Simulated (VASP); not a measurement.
# Au (P-1) in VASP: single point with r2SCAN

Aim: the single point of Au with r2SCAN.

All numbers are computed with VASP 6.6.1; they aren't measurements. Logs are shortened: lines on timing, memory, paths and dates and some standing lists are left out, and cuts for length are marked.

## Step 1: The cell of the first run

The typed cell holds 2 atoms: a = 2.900 Å, b = 2.900 Å, c = 4.880 Å, α = 90.00°, β = 90.00°, γ = 120.00°.

## Step 2: Single point, r2SCAN (atom 1 (Au) moved by (-0.200, -0.100) A along [1 1 0] and z)

The input, POSCAR:

```
Au
1.0
    2.8999984104      0.0000000000      0.0000000000
   -1.4499992052      2.5114722944      0.0000000000
    0.0000000000      0.0000000000      4.8800000000
Au
2
Direct
    0.2564122517      0.6103565268      0.7295081967
    0.6666666667      0.3333333333      0.2500000000
```

The input, INCAR.step1:

```
  ALGO = Normal
  EDIFF = 1E-5
  ENCUT = 550
  GGA = PE
  GGA_COMPAT = False
  ISMEAR = 0
  KPAR = 4
  LASPH = True
  LCHARG = False
  LREAL = False
  LWAVE = True
  NBANDS = 18
  NELM = 120
  PREC = Accurate
  SIGMA = 0.15
```

The input, INCAR.step2:

```
  ALGO = Normal
  EDIFF = 1E-6
  ENCUT = 550
  GGA_COMPAT = False
  ISIF = 2
  ISMEAR = 0
  ISTART = 1
  KPAR = 4
  LASPH = True
  LCHARG = False
  LMIXTAU = True
  LREAL = False
  LWAVE = False
  METAGGA = R2SCAN
  NBANDS = 18
  NELM = 120
  PREC = Accurate
  SIGMA = 0.15
```

The input, KPOINTS:

```
k-points
0
Gamma
  18 18 10
```

Potentials or basis: VASP PAW PBE potentials, release 64 (Au).

On the command line:

```bash
> cat potpaw_PBE.64/Au/POTCAR > POTCAR
> cp INCAR.step1 INCAR
> mpirun -np 4 vasp_std > vasp.out
> cp INCAR.step2 INCAR
> mpirun -np 4 vasp_std > vasp.out
```

OUTCAR:

```text
EDIFF = 1E-6
   ENCUT = 550
   ISIF = 2
   ISMEAR = 0
   ISTART = 1
   LASPH = True
   LREAL = False
   METAGGA = R2SCAN
   NELM = 120
   PREC = Accurate

 ion  position               nearest neighbor table
   1  0.256  0.610  0.730-   2 2.77   2 2.91   2 2.94   2 2.97   2 3.08   2 3.13
   2  0.667  0.333  0.250-   1 2.77   1 2.91   1 2.94   1 2.97   1 3.08   1 3.13

  LATTYP: Found a hexagonal cell.
 ALAT       =     2.8999984104
 C/A-ratio  =     1.6827595431

  Lattice vectors:

 A1 = (   2.8999984104,   0.0000000000,   0.0000000000)
 A2 = (  -1.4499992052,   2.5114722944,   0.0000000000)
 A3 = (   0.0000000000,   0.0000000000,   4.8800000000)

Analysis of symmetry for initial positions (statically):
=====================================================================
 Subroutine PRICEL returns:
 Original cell was already a primitive cell.

 Routine SETGRP: Setting up the symmetry group for a
 hexagonal supercell.

 Subroutine GETGRP returns: Found  2 space group operations
 (whereof  1 operations were pure point group operations)
 out of a pool of 24 trial point group operations.

The static configuration has the point symmetry C_1 .
 The point group associated with its full space group is S_2 .

Analysis of symmetry for dynamics (positions and initial velocities):
=====================================================================
 Subroutine PRICEL returns:
 Original cell was already a primitive cell.

 Routine SETGRP: Setting up the symmetry group for a
 hexagonal supercell.

 Subroutine GETGRP returns: Found  2 space group operations
 (whereof  1 operations were pure point group operations)
 out of a pool of 24 trial point group operations.

The dynamic configuration has the point symmetry C_1 .
 The point group associated with its full space group is S_2 .

 Subroutine INISYM returns: Found  2 space group operations
 (whereof  1 operations are pure point group operations),
 and found     1 'primitive' translations

----------------------------------------------------------------------------------------

                                     Primitive cell

  volume of cell :      35.5423

  direct lattice vectors                    reciprocal lattice vectors
     2.899998410  0.000000000  0.000000000     0.344827775  0.199086409  0.000000000
    -1.449999205  2.511472294  0.000000000     0.000000000  0.398172818  0.000000000
     0.000000000  0.000000000  4.880000000     0.000000000  0.000000000  0.204918033

  length of vectors
     2.899998410  2.899998410  4.880000000     0.398172818  0.398172818  0.204918033

  position of ions in fractional coordinates (direct lattice)
     0.256412252  0.610356527  0.729508197
     0.666666667  0.333333333  0.250000000

  ion indices of the primitive-cell ions
   primitive index   ion index
                 1           1
                 2           2

----------------------------------------------------------------------------------------

 KPOINTS: k-points

Automatic generation of k-mesh.
 Grid dimensions read from file:
 generate k-points for:   18   18   10

 Generating k-lattice:

  Cartesian coordinates                     Fractional coordinates (reciprocal lattice)
     0.019157099  0.011060356  0.000000000     0.055555556  0.000000000  0.000000000
     0.000000000  0.022120712  0.000000000     0.000000000  0.055555556  0.000000000
     0.000000000  0.000000000  0.020491803     0.000000000  0.000000000  0.100000000

  Length of vectors
     0.022120712  0.022120712  0.020491803

  Shift w.r.t. Gamma in fractional coordinates (k-lattice)
     0.000000000  0.000000000  0.000000000

 Subroutine IBZKPT returns following result:
 ===========================================

 Found   1624 irreducible k-points:

 Following reciprocal coordinates:
            Coordinates               Weight
  0.000000  0.000000  0.000000      1.000000
  0.055556  0.000000  0.000000      2.000000
  0.000000  0.055556  0.000000      2.000000
 -0.055556  0.055556  0.000000      2.000000
  0.111111  0.000000  0.000000      2.000000
  0.000000  0.111111  0.000000      2.000000
[... 16 lines left out ...]
  0.444444 -0.000000  0.000000      2.000000
  0.000000  0.444444  0.000000      2.000000
 [... further k-points ...]
   k-points           NKPTS =   1624   k-points in BZ     NKDIM =   1624   number of bands    NBANDS=     18
   number of dos      NEDOS =    301   number of ions     NIONS =      2
   total plane-waves  NPLWV =  23040
   dimension x,y,z NGX =    24 NGY =   24 NGZ =   40
   dimension x,y,z NGXF=    48 NGYF=   48 NGZF=   80
   ions per type =               2
   NGX,Y,Z   is equivalent  to a cutoff of  13.76, 13.76, 13.63 a.u.
   NGXF,Y,Z  is equivalent  to a cutoff of  27.52, 27.52, 27.25 a.u.
 SYSTEM =  unknown system
   PREC   = accura    normal or accurate (medium, high low for compatibility)
   ISTART =      1    job   : 0-new  1-cont  2-samecut
   ICHARG =      0    charge: 1-file 2-atom 10-const
   ISPIN  =      1    spin polarized calculation?
   LNONCOLLINEAR =      F non collinear calculations
   LSORBIT =      F    spin-orbit coupling
   LASPH  =      T    aspherical Exc in radial PAW
   ENCUT  =  550.0 eV  40.42 Ry    6.36 a.u.   5.55  5.55  9.33*2*pi/ulx,y,z
   NELM   =    120;   NELMIN=  2; NELMDL=  0     # of ELM steps
   EDIFF  = 0.1E-05   stopping-criterion for ELM
   LREAL  =      F    real-space projection
   EDIFFG = 0.1E-04   stopping-criterion for IOM
   NSW    =      0    number of steps for IOM
   IBRION =     -1    ionic relax: 0-MD 1-quasi-New 2-CG
   NFREE  =      0    steps in history (QN), initial steepest desc. (CG)
   ISIF   =      2    stress and relaxation
   ISYM   =      2    0-nonsym 1-usesym 2-fastsym
   POTIM  = 0.5000    time-step for ionic-motion
   TEBEG  =    0.0;   TEEND  =   0.0 temperature during run
   PSTRESS=    0.0 pullay stress
   NELECT =      22.0000    total number of electrons
   NUPDOWN=      -1.0000    fix difference up-down
   EMIN   =  10.00;   EMAX   =-10.00  energy-range for DOS
   EFERMI =   0.00;   METHOD = LEGACY
   ISMEAR =     0;   SIGMA  =   0.15  broadening in eV -4-tet -1-fermi 0-gaus
   EFERMI_NEDOS =   21; number of points for ismear=-14 and -15
   IALGO  =     38    algorithm
   IMIX   =      4    mixing-type and parameters
     AMIX     =   0.40;   BMIX     =  1.00
     AMIX_MAG =   1.60;   BMIX_MAG =  1.00
  volume/ion in A,a.u.               =      17.77       119.93
  Fermi-wavevector in a.u.,A,eV,Ry     =   1.395191  2.636529 26.484537  1.946559
  Thomas-Fermi vector in A             =   2.518667
   LORBIT       =      0    0 simple, 1 ext, 2 COOP (PROOUT), +10 PAW based schemes
   METAGGA = R2SCAN    functional components
   LHFCALC =     F    Hartree Fock is set to
   AEXX    =    0.0000 exact exchange contribution
   IVDW    =     0    specifies the selected vdW correction
   LEPSILON=     F    determine dielectric tensor
   LRPA    =     F    only Hartree local field effects (RPA)
 non-spin polarized calculation
 Gauss-broadening in eV      SIGMA  =   0.15
  energy-cutoff  :      550.00
  volume of cell :       35.54
 maximum number of plane-waves:      1065
 NGX is ok and might be reduce to    24
   NGX = 11   NGY = 11   NGZ = 19

 number of electron      22.0000001 magnetization

 Free energy of the ion-electron system (eV)
  ---------------------------------------------------
  ext. energy  EPLUGINS =         0.00000000
  ---------------------------------------------------
  free energy    TOTEN  =      -101.13097360 eV

  energy without entropy =     -101.12248564  energy(sigma->0) =     -101.12672962

 E-fermi :   8.6407     XC(G=0): -13.3203

 val. band max:        8.6405050068   @ k =   0.3889   0.1111   0.3000
 cond. band min:       8.6412816876   @ k =   0.5000   0.1111  -0.3000
 fundamental gap:      0.0007766809
 Fermi energy:         8.6406647600

 k-point     1 :       0.0000    0.0000    0.0000
  band No.  band energies     occupation
      1      -1.0065      2.00000
      2       1.3326      2.00000
      3       3.6228      2.00000
      4       3.9657      2.00000
      5       4.0617      2.00000
      6       4.2188      2.00000
[... 10 lines left out ...]
     17      27.1967      0.00000
     18      28.3191      0.00000

 k-point     2 :       0.0556    0.0000    0.0000
  band No.  band energies     occupation
      1      -0.9071      2.00000
      2       1.4167      2.00000
      3       3.5991      2.00000
      4       3.9614      2.00000
      5       4.1221      2.00000
      6       4.2766      2.00000
[... 10 lines left out ...]
     17      26.7642      0.00000
     18      27.5238      0.00000

 k-point     3 :       0.0000    0.0556    0.0000
  band No.  band energies     occupation
      1      -0.9090      2.00000
      2       1.4105      2.00000
      3       3.6204      2.00000
      4       4.0206      2.00000
      5       4.0705      2.00000
      6       4.2023      2.00000
[... 10 lines left out ...]
     17      26.6438      0.00000
     18      27.8623      0.00000

 k-point     4 :      -0.0556    0.0556    0.0000
  band No.  band energies     occupation
      1      -0.9084      2.00000
      2       1.4127      2.00000
      3       3.6186      2.00000
      4       3.9941      2.00000
      5       4.0959      2.00000
      6       4.2013      2.00000
[... 375 lines left out ...]
      4       4.0045      2.00000
      5       4.2247      2.00000
      6       4.4716      2.00000
[... 10 lines left out ...]
     17      22.0924      0.00000
     18      24.9578      0.00000

 k-point    23 :       0.4444   -0.0000    0.0000
  band No.  band energies     occupation
      1       1.8649      2.00000
      2       2.1005      2.00000
      3       2.5871      2.00000
      4       3.8463      2.00000
      5       4.1212      2.00000
      6       4.3178      2.00000
[... 10 lines left out ...]
     17      20.3109      0.00000
     18      24.4909      0.00000

 k-point    24 :       0.0000    0.4444    0.0000
  band No.  band energies     occupation
      1       1.6816      2.00000
      2       1.8499      2.00000
      3       2.2933      2.00000
      4       3.9561      2.00000
      5       4.3478      2.00000
      6       4.5696      2.00000
[... 10 lines left out ...]
     17      21.6330      0.00000
     18      24.4310      0.00000

 [... further k-points ...]

------------------------ aborting loop because EDIFF is reached ----------------------------------------

  FORCE on cell =-STRESS in cart. coord.  units (eV):
  Direction    XX          YY          ZZ          XY          YZ          ZX
  --------------------------------------------------------------------------------------
  -------------------------------------------------------------------------------------
  Total       -0.0434070     -0.1985249      0.2180405      0.0889110      0.1364306      0.1897156
  in kB       -1.9567017     -8.9491031      9.8288280      4.0079282      6.1500185      8.5519975
  external PRESSURE =      -0.3589923 kB  Pullay stress =       0.0000000 kB

 VOLUME and BASIS-vectors are now :
 -----------------------------------------------------------------------------
  energy-cutoff  :      550.00
  volume of cell :       35.54
      direct lattice vectors                 reciprocal lattice vectors
     2.899998410  0.000000000  0.000000000     0.344827775  0.199086409  0.000000000
    -1.449999205  2.511472294  0.000000000     0.000000000  0.398172818  0.000000000
     0.000000000  0.000000000  4.880000000     0.000000000  0.000000000  0.204918033

 POSITION                                       TOTAL-FORCE (eV/Angst)
 -----------------------------------------------------------------------------------
     -0.14142      1.53289      3.56000         0.126778      0.070656      0.680861
      1.45000      0.83716      1.22000        -0.126778     -0.070656     -0.680861
 -----------------------------------------------------------------------------------
    total drift:                                0.000004      0.000006      0.000001

  FREE ENERGIE OF THE ION-ELECTRON SYSTEM (eV)
  ---------------------------------------------------
  free  energy   TOTEN  =      -101.1309736046 eV

  energy  without entropy=     -101.1224856405  energy(sigma->0) =     -101.12672962
```

Wall time 4.8 min (4 MPI ranks of Intel Xeon 6975P-C (Granite Rapids), shared host); peak memory 0.92 GiB.

What came out:

```yaml
Free_energy: -101.1310 eV
Pressure: 0.0 GPa
Largest_force: 0.696 eV/Å
Band_gap_on_the_k_mesh: zero (bands 11 and 12 overlap by 6.73 eV)
```

Forces in eV/Å, atoms in the order of the input:
```
Au   0.127  0.071  0.681
Au  -0.127 -0.071 -0.681
```

Stress tensor (GPa, compression positive):
```
-0.20  0.40  0.86
 0.40 -0.89  0.62
 0.86  0.62  0.98
```

Caveat: the cell differs from its parent crystal (atom 1 (Au) moved by (-0.200, -0.100) A along [1 1 0] and z); the PAW data sets were made with another functional, which shifts forces and pressure a little; spin-orbit coupling is left out, which moves the levels of the heavy elements.
